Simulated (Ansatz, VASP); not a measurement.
**GdN: VASP beside Ansatz**

Contents of INCAR:

```
SYSTEM = GdN
PREC = Accurate ; ENCUT = 520
EDIFF = 1E-6 ; ISMEAR = 0
SIGMA = 0.05 ; LREAL = .FALSE.
LASPH = .TRUE. ; NELM = 150
ALGO = Normal ; ISIF = 2
LWAVE = .FALSE. ; LCHARG = .FALSE.
ISPIN = 2 ; MAGMOM = 7.47 0
LORBIT = 11 ; LMAXMIX = 6
GGA = PS ; NBANDS = 22
```

KPOINTS

```
regular mesh
0
G
  10 10 10
  0 0 0
```

File POSCAR:

```
GdN
1.0
    0.0000000000      2.6365690014      2.6365690014
    2.6365690014      0.0000000000      2.6365690014
    2.6365690014      2.6365690014      0.0000000000
Gd N
1 1
Direct
    0.0000000000      0.0000000000      0.0000000000
    0.2500000000      0.2500000000      0.2500000000
```

Input for Ansatz:

```yaml
crystal:
  lattice:
    - [0.0, 2.6365690014, 2.6365690014]
    - [2.6365690014, 0.0, 2.6365690014]
    - [2.6365690014, 2.6365690014, 0.0]
  atoms:
    - { symbol: Gd, position: [0.0, 0.0, 0.0], spin: 7.47 }
    - { symbol: "N", position: [0.25, 0.25, 0.25] }
basis:
  ecutwfc: 420
  ecutrho_ratio: 4
kpoints:
  mp_grid: { grid: [10, 10, 10] }
hamiltonian:
  xc: pbesol
scf:
  occupations: { method: gaussian, width: 0.05 }
output:
  forces: true
  stress: true
  eigenvalues: true
  populations: true
magnetization:
  spin_polarized: true
```

Alike in both runs: task single point; functional PBEsol; k mesh 10 × 10 × 10; occupations gaussian, width 0.05 eV; collinear spin.

```csv
,VASP,Ansatz
version,VASP 6.6.1,Ansatz 0.2.0
potentials or method,"VASP PAW PBE potentials, release 64 (Gd, N), cutoff 520 eV","scalar-relativistic, plane waves, PAW"
valence electrons in the cell,23,23
```

```csv
,VASP,Ansatz,Ansatz less VASP
gap on the k mesh at the Fermi level (eV),1.12,1.11,-0.009
least direct gap on the mesh (eV),1.80,1.80,-0.001
pressure (GPa),0.2,-0.1,-0.30
net moment per atom (μB),3.50,3.50,0.000
size of the moment on the site where the two differ most (μB),6.79,6.78,-0.015
```

VASP's potentials were made for PBE, not for PBEsol. Site moments also hang on the region over which each program counts them.

Spin-orbit coupling is off throughout.
